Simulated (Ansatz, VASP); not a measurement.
One calculation of Cr, two programs

```
CELL_PARAMETERS angstrom
2.96890 0.00000 0.00000
0.00000 2.96890 0.00000
0.00000 0.00000 2.96890
ATOMIC_POSITIONS crystal
Cr 0.00000 0.00000 0.00000
Cr 0.50000 0.50000 0.50000
```

Alike in both runs: task single point; functional LDA; k mesh 12 × 12 × 12; occupations fermi-dirac, width 0.05 eV; collinear spin.

|  | VASP | Ansatz |
| --- | --- | --- |
| version | VASP 6.6.1 | Ansatz 0.2.0 |
| potentials or method | VASP PAW LDA potentials, release 64 (Cr_pv), cutoff 520 eV | all-electron PAW with datasets made for the crystal, scalar-relativistic |

```csv
,VASP,Ansatz,Ansatz less VASP
net moment per atom (μB),0.00,0.00,0.000
size of the moment on the site where the two differ most (μB),1.10,1.23,+0.129
```

LDA's correlation is that of Perdew and Zunger in VASP and of Perdew and Wang (1992) in Ansatz. Site moments also hang on the region over which each program counts them. Ansatz ran all-electron here, and VASP with PAW potentials. Ansatz's warnings: band levels unverified.
